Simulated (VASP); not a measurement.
**NbAs: single point with BLYP+D4**

NbAs:

```
CELL_PARAMETERS angstrom
-1.73669 1.73669 5.90019
1.73669 -1.73669 5.90019
1.73669 1.73669 -5.90019
ATOMIC_POSITIONS crystal
Nb 0.49906 0.99906 0.50000
Nb 0.74906 0.74906 0.00000
As 0.91694 0.41694 0.50000
As 0.16694 0.16694 0.00000
```

* Program: VASP 6.6.1
* Task: single point
* Functional: BLYP
* Dispersion: D4
* Potentials or basis: VASP PAW PBE potentials, release 64 (Nb_sv, As)
* Cutoff: 520 eV
* k mesh: 11 × 11 × 11
* Occupations: fermi-dirac, width 0.05 eV
* Spin: no spin polarisation

```json
{"Pressure": "0.4 GPa", "Largest force": "0.008 eV/Å", "Band gap on the k mesh": "zero (bands 18 and 19 overlap by 0.01 eV)", "Dispersion energy per atom": "-0.815 eV"}
```

Forces on the atoms (eV/Å):
```
Nb   0.000  0.000 -0.008
Nb   0.000  0.000 -0.008
As   0.000  0.000  0.008
As   0.000  0.000  0.008
```

Stress tensor (GPa, compression positive):
```
0.49 0.00 0.00
0.00 0.49 0.00
0.00 0.00 0.33
```

Levels at points of the mesh, in eV from the Fermi level:
| k point | band 15 | band 16 | band 17 | band 18 | band 19 | band 20 | band 21 | band 22 |
| --- | --- | --- | --- | --- | --- | --- | --- | --- |
| (0.00, 0.00, 0.00) | -1.89 | -1.60 | -1.35 | -1.35 | 0.67 | 1.20 | 2.33 | 2.87 |

It took 20 min on 1 thread of Intel Xeon 8259CL, with other jobs on the host, peak memory 0.46 GiB.

Caveat: the PAW data sets were made with another functional, which shifts forces and pressure a little.
